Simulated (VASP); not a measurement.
Input of a VASP 6.6.1 run:

The input INCAR:

```
SYSTEM = C
PREC = Accurate
ENCUT = 520
EDIFF = 1E-7
ISMEAR = -1
SIGMA = 0.24
LREAL = Auto
LASPH = .TRUE.
NELM = 60
ALGO = Normal
ISIF = 2
LWAVE = .FALSE.
LCHARG = .FALSE.
NBANDS = 46
```

The input KPOINTS:

```
Automatic mesh
0
G
  3 3 3
  0 0 0
```

File POSCAR:

```
C
1.0
    0.0000000000      3.6852400000      3.6852400000
    3.6852400000      0.0000000000      3.6852400000
    3.6852400000      3.6852400000      0.0000000000
C
16
Direct
   -0.0204192943      0.0295638819      0.0282885239
    0.1559599918      0.1492847142      0.1261925953
    0.0067838187      0.0450716914      0.5081894259
    0.0836716198      0.1892549739      0.6689252260
    0.0253172114      0.5486481206      0.0035547210
    0.1165188699      0.6832390835      0.1222715481
   -0.0485721418      0.5651192324      0.5077009910
    0.0990030500      0.6831169747      0.6200545962
    0.4969825574      0.0534293560     -0.0202971855
    0.6153059231      0.1676552952      0.1181876893
    0.4778386211      0.0324944915      0.5048110842
    0.5915761253      0.1647382531      0.6195797289
    0.4913384203      0.5576570318     -0.0166881940
    0.6609745905      0.6439879085      0.1153927560
    0.4657634238      0.5777507028      0.4849480631
    0.5909791493      0.6882591093      0.6128773160
```

Potentials or basis: VASP PAW LDA potentials, release 64 (C).

Launch:

```sh
$ cat potpaw_LDA.64/C/POTCAR > POTCAR
$ mpirun -np 1 vasp_std > vasp.out
```

**Question.** Predict the band gap on the k mesh.

**Answer.** 2.64 eV, direct.

**Question.** Estimate the pressure.

**Answer.** -39.5 GPa.

**Question.** Estimate the largest force.

**Answer.** 5.990 eV/Å.

Forces in eV/Å, atoms in the order of the input:
```
C    1.354 -1.377  4.097
C    3.897 -2.258 -1.992
C    0.674 -2.843 -1.741
C   -5.624 -2.057 -0.141
C   -2.734 -3.455 -4.020
C   -0.342  2.262 -1.148
C   -1.057  3.125  1.704
C    0.970  1.579  1.722
C   -1.845  2.634 -0.235
C    1.314 -0.427 -0.416
C    3.415 -2.004  2.910
C    0.924  2.006  3.826
C    0.108  2.817 -0.537
C    3.263 -3.932 -0.939
C   -3.961  2.061 -1.746
C   -0.357  1.870 -1.343
```

Caveat: the k points lie up to 0.49 Å⁻¹ apart; forces of over 1 eV/Å act on the atoms, so gaps and moduli don't describe the material at rest. A k mesh can miss the band edges.
